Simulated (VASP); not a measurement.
Input of a VASP 6.6.1 run:

Contents of INCAR:

```
SYSTEM = NaF
PREC     = Accurate       ! precision mode
ENCUT    = 520            ! plane-wave cutoff, eV
EDIFF    = 1E-8           ! SCF threshold, eV
ISMEAR   = 0              ! smearing method
SIGMA    = 0.01           ! smearing width, eV
LREAL    = .False.        ! projectors in reciprocal space
LASPH    = .True.         ! aspherical terms in the spheres
NELM     = 100            ! most SCF steps
ALGO     = Normal         ! electronic algorithm
ISIF     = 2              ! what is computed and relaxed
LWAVE    = .False.        ! write WAVECAR
LCHARG   = .False.        ! write CHGCAR
GGA      = PE             ! functional
LEPSILON = .True.         ! dielectric tensor by DFPT
```

KPOINTS

```
Automatic mesh
0
Gamma
  8 8 8
  0 0 0
```

File POSCAR:

```
NaF
1.0
    0.0000000000      2.2972417895      2.2972417895
    2.2972417895      0.0000000000      2.2972417895
    2.2972417895      2.2972417895      0.0000000000
Na F
1 1
Direct
    0.0000000000      0.0000000000      0.0000000000
    0.5000000000      0.5000000000      0.5000000000
```

Potentials or basis: VASP PAW PBE potentials, release 64 (Na_pv, F).

The run is started by

```console
$ cat potpaw_PBE.64/Na_pv/POTCAR potpaw_PBE.64/F/POTCAR > POTCAR
$ mpirun -np 1 vasp_std > vasp.out
```

Question: Estimate the electronic dielectric tensor (diagonal).

Answer: 1.87.

Question: What does it give for the Born charges (mean of the diagonal)?

Answer: Na +1.00; F -1.00 e.

Question: What does it give for the band gap on the k mesh?

Answer: 6.44 eV.

Electronic dielectric tensor:
```
1.87 0.00 0.00
0.00 1.87 0.00
0.00 0.00 1.87
```

PBE gaps usually lie below the measured ones, often by a third to a half.
